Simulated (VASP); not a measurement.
A run of VASP 6.6.1 is set up as follows.

File INCAR:

```
ALGO = Normal
EDIFF = 1E-6
EDIFFG = -0.001
ENCUT = 600
GGA = CA
IBRION = 2
ISIF = 3
ISMEAR = -1
LASPH = T
LCHARG = F
LREAL = F
LWAVE = F
NELM = 60
NSW = 80
PREC = Accurate
SIGMA = 0.15
```

Contents of KPOINTS:

```
k-points
0
Gamma
  16 16 16
```

Contents of POSCAR:

```
Mo
1.0
   -1.5554613870      1.5554613870      1.5554613870
    1.5554613870     -1.5554613870      1.5554613870
    1.5554613870      1.5554613870     -1.5554613870
Mo
1
Direct
    0.0000000000      0.0000000000      0.0000000000
```

Potentials or basis: VASP PAW LDA potentials, release 64 (Mo_sv).

Command:

```bash
$ cat potpaw_LDA.64/Mo_sv/POTCAR > POTCAR
$ mpirun -np 1 vasp_std > vasp.out
```

Q: Predict the relaxed volume.

A: 15.12 Å³/atom.

Q: Estimate the relaxed cell.

A: a = 2.698 Å, b = 2.698 Å, c = 2.698 Å, α = 109.47°, β = 109.47°, γ = 109.47°.

Q: Predict the space group after relaxing (to 0.05 Å).

A: Im-3m (No. 229).

Q: What does it give for the band gap on the k mesh?

A: Zero (band 7 reaches 17.22 eV, above the bottom of band 8 at 11.58 eV).

Final structure:
```
CELL_PARAMETERS angstrom
-1.55773 1.55773 1.55773
1.55773 -1.55773 1.55773
1.55773 1.55773 -1.55773
ATOMIC_POSITIONS crystal
Mo 0.00000 0.00000 0.00000
```
